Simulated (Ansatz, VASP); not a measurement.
## C: VASP beside Ansatz

```
C
1.0
     3.56028    0.00000    0.00000
     0.00000   -3.56028    0.00000
     0.00000    0.00000   -3.56028
C
8
Direct
  0.51946 0.98054 0.98054
  0.00000 0.50000 0.00000
  0.00000 0.00000 0.50000
  0.50000 0.50000 0.50000
  0.75000 0.75000 0.75000
  0.25000 0.25000 0.75000
  0.25000 0.75000 0.25000
  0.75000 0.25000 0.25000
```

Alike in both runs: task single point; functional r2SCAN; k mesh 6 × 6 × 6; occupations gaussian, width 0.05 eV; no spin polarisation.

|  | VASP | Ansatz |
| --- | --- | --- |
| version | VASP 6.6.1 | Ansatz 0.2.0 |
| potentials or method | VASP PAW PBE potentials, release 64 (C_h), cutoff 910 eV | scalar-relativistic, plane waves, PAW |
| valence electrons in the cell | 32 | 32 |

|  | VASP | Ansatz | Ansatz less VASP |
| --- | --- | --- | --- |
| gap on the k mesh at the Fermi level (eV) | 4.00 | 4.00 | -0.002 |
| least direct gap on the mesh (eV) | 4.22 | 4.22 | -0.003 |
| rms of the force components (eV/Å) | 1.502 | 1.505 | +0.0026 |

VASP's potentials were made for PBE, not for r2SCAN. Atom by atom the forces differ by 0.003 eV/Å (rms over components). The functional is the same, so the differences come from potentials, cutoffs and numerics.

Noted on VASP's run: the cutoff is short for stress, so the pressure is rough.
